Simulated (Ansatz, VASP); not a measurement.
## HfO2: VASP beside Ansatz

File INCAR:

```
ALGO = Normal
EDIFF = 1E-6
ENCUT = 600
GGA = PE
GGA_COMPAT = F
ISIF = 2
ISMEAR = -1
LASPH = T
LCHARG = F
LREAL = F
LWAVE = F
NBANDS = 18
NELM = 120
PREC = Accurate
SIGMA = 0.06122561905347299
```

KPOINTS

```
k-points
0
Gamma
  4 4 4
```

File POSCAR:

```
HfO2
1.0
    0.0000000000      2.5489517052      2.5489517052
    2.5489517052      0.0000000000      2.5489517052
    2.5489517052      2.5489517052      0.0000000000
Hf O
1 2
Direct
    0.0000000000      0.0000000000      0.0000000000
    0.2500000000      0.2500000000      0.2500000000
    0.7500000000      0.7500000000      0.7500000000
```

Input for Ansatz:

```yaml
crystal:
  atoms:
  - position: [0.0, 0.0, 0.0]
    symbol: Hf
  - position: [0.25, 0.25, 0.25]
    symbol: O
  - position: [0.75, 0.75, 0.75]
    symbol: O
  lattice:
  - [0.0, 2.5489517052274113, 2.5489517052274113]
  - [2.5489517052274113, 0.0, 2.5489517052274113]
  - [2.5489517052274113, 2.5489517052274113, 0.0]
hamiltonian:
  dispersion: none
  pseudopotentials:
    dirac_shells:
      Hf: [2p, 3d, 3p]
    kind: all_electron
    lapw: {}
    relativity: scalar
  xc: pbe
kpoints:
  mp_grid:
    grid: [4, 4, 4]
    shift: [0, 0, 0]
magnetization: {spin_polarized: false}
output: {forces: true, stress: true}
scf:
  occupations: {method: fermi_dirac, width: 0.06122561905347299}
```

Alike in both runs: task single point; functional PBE; k mesh 4 × 4 × 4; occupations fermi-dirac, width 0.0612256 eV; no spin polarisation.

|  | VASP | Ansatz |
| --- | --- | --- |
| version | VASP 6.6.1 | Ansatz 0.2 development build |
| potentials or method | VASP PAW PBE potentials, release 64 (Hf_pv, O), cutoff 600 eV | all-electron full-potential LAPW, scalar-relativistic |

VASP gave:

| Item | Value |
| --- | --- |
| gap on the k mesh at the Fermi level (eV) | 3.76 |
| pressure (GPa) | -3.9 |

Problem. Estimate Ansatz's values.

Solution. gap on the k mesh at the Fermi level (eV): 3.74; pressure (GPa): 0.0.

Ansatz ran all-electron here, and VASP with PAW potentials.

The k mesh is coarse, so the values compare programs but aren't converged. Spin-orbit coupling is off throughout.
